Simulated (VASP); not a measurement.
The system is SiC (Moissanite).

```
Si C
1.0
     3.03443    0.00000    0.00000
    -1.51721    2.62789    0.00000
     0.00000    0.00000    4.97978
Si C
2 2
Direct
  0.66667 0.33333 0.50000
  0.33333 0.66667 0.00000
  0.66667 0.33333 0.88500
  0.33333 0.66667 0.38500
```

Base run:

```yaml
Program: VASP 6.6.1
Functional: PBEsol
Dispersion: D3(BJ)
Potentials_or_basis: VASP PAW PBE potentials, release 64 (Si, C)
Cutoff: 520 eV
k_mesh: 10 × 10 × 5
Occupations: fermi-dirac, width 0.05 eV
Spin: no spin polarisation
```

Its results: band gap on the k mesh 2.25 eV, indirect (least direct gap 4.04 eV); pressure 6.4 GPa; largest force 0.818 eV/Å.

Problem. The run is repeated on the same cell with these changes: functional from PBEsol to r2SCAN. What comes out?

Solution. Band gap on the k mesh 2.81 eV, indirect (least direct gap 4.69 eV); pressure 7.6 GPa; largest force 0.837 eV/Å.

r2SCAN gives the wider gap, since meta-GGAs in the generalised Kohn-Sham scheme recover part of the derivative discontinuity.

Caveats: the PAW data sets were made with another functional, which shifts forces and pressure a little.

A k mesh can miss the band edges.
